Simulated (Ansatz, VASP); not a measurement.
## GaSb: VASP beside Ansatz

Contents of INCAR:

```
  PREC = Accurate
  ENCUT = 520
  EDIFF = 1E-6
  ISMEAR = 0
  SIGMA = 0.1
  LREAL = F
  LASPH = T
  NELM = 80
  ALGO = Normal
  ISIF = 2
  LWAVE = F
  LCHARG = F
  GGA = PE
  NBANDS = 16
```

File KPOINTS:

```
Automatic mesh
0
Gamma
  12 12 12
```

POSCAR

```
GaSb
1.0
    0.0000000000      2.9300556741      2.9300556741
    2.9300556741      0.0000000000      2.9300556741
    2.9300556741      2.9300556741      0.0000000000
Ga Sb
1 1
Direct
    0.0000000000      0.0000000000      0.0000000000
    0.7500000000      0.7500000000      0.7500000000
```

Input for Ansatz:

```yaml
crystal:
  lattice:
    - [0.0, 2.9300556741, 2.9300556741]
    - [2.9300556741, 0.0, 2.9300556741]
    - [2.9300556741, 2.9300556741, 0.0]
  atoms:
    - { symbol: Ga, position: [0.0, 0.0, 0.0] }
    - { symbol: Sb, position: [0.75, 0.75, 0.75] }
basis:
  ecutwfc: 420
kpoints:
  mp_grid: { grid: [12, 12, 12] }
  band_path: { path: [VBM, CBM], npoints: 2 }
hamiltonian:
  xc: pbe
scf:
  occupations: { method: gaussian, width: 0.1 }
output:
  forces: true
  stress: true
  eigenvalues: true
checkpoint:
  read: start.run
  write: ck
  compress: false
  write_wavefunctions: false
  write_every: 100000
```

Alike in both runs: task single point; functional PBE; k mesh 12 × 12 × 12; occupations gaussian, width 0.1 eV; no spin polarisation.

|  | VASP | Ansatz |
| --- | --- | --- |
| version | VASP 6.6.1 | Ansatz 0.2.0 |
| potentials or method | VASP PAW PBE potentials, release 64 (Ga_d, Sb), cutoff 520 eV | scalar-relativistic, plane waves, PAW |
| valence electrons in the cell | 18 | 28 |

Ansatz gave:

- gap on the k mesh at the Fermi level (eV): 0.67
- least direct gap on the mesh (eV): 1.00
- pressure (GPa): 12.0

**Question.** Estimate VASP's values.

**Answer.** gap on the k mesh at the Fermi level (eV): 0.65; least direct gap on the mesh (eV): 1.00; pressure (GPa): 12.1.

With one functional, cell and mesh, what is left measures potentials, basis and numerics. VASP's potentials hold 18 valence electrons a cell and Ansatz's 28, so a difference there can come from the potentials and not from the codes.

Spin-orbit coupling is off throughout.
